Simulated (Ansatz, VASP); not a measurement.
**Two plane-wave programs on GaN**

```xyz
4
Lattice="3.3708 0.0000 0.0000 -1.6854 2.7540 0.0000 0.0000 0.0000 5.1660" Properties=species:S:1:pos:R:3 pbc="T T T"
Ga    0.0000    1.8360    0.0000
Ga    1.6854    0.9180    2.5830
N     0.0000    1.8360    1.9373
N     1.6854    0.9180    4.5203
```

Change from the starting cell: strain +0.0600 x Voigt [1, 0, 0, 0, 0, 0], atoms carried along.

Alike in both runs: task single point; functional r2SCAN; k mesh 12 × 12 × 6; occupations gaussian, width 0.05 eV; no spin polarisation.

|  | VASP | Ansatz |
| --- | --- | --- |
| version | VASP 6.6.1 | Ansatz 0.2.0 |
| potentials or method | VASP PAW PBE potentials, release 64 (Ga_d, N), cutoff 520 eV | scalar-relativistic, plane waves, PAW |
| valence electrons in the cell | 36 | 36 |

Ansatz gave:

```
gap on the k mesh at the Fermi level (eV)                     : 1.90
least direct gap on the mesh (eV)                             : 1.90
pressure (GPa)                                                : -8.6
traceless stress, the component that is largest in VASP (GPa) : -11.42
rms of the force components (eV/Å)                            : 0.291
```

Task: Estimate VASP's values.

Result: gap on the k mesh at the Fermi level (eV): 1.90; least direct gap on the mesh (eV): 1.90; pressure (GPa): -7.7; traceless stress, the component that is largest in VASP (GPa): -11.59; rms of the force components (eV/Å): 0.303.

VASP's potentials were made for PBE, not for r2SCAN. Atom by atom the forces differ by 0.012 eV/Å (rms over components). The functional is the same, so the differences come from potentials, cutoffs and numerics.
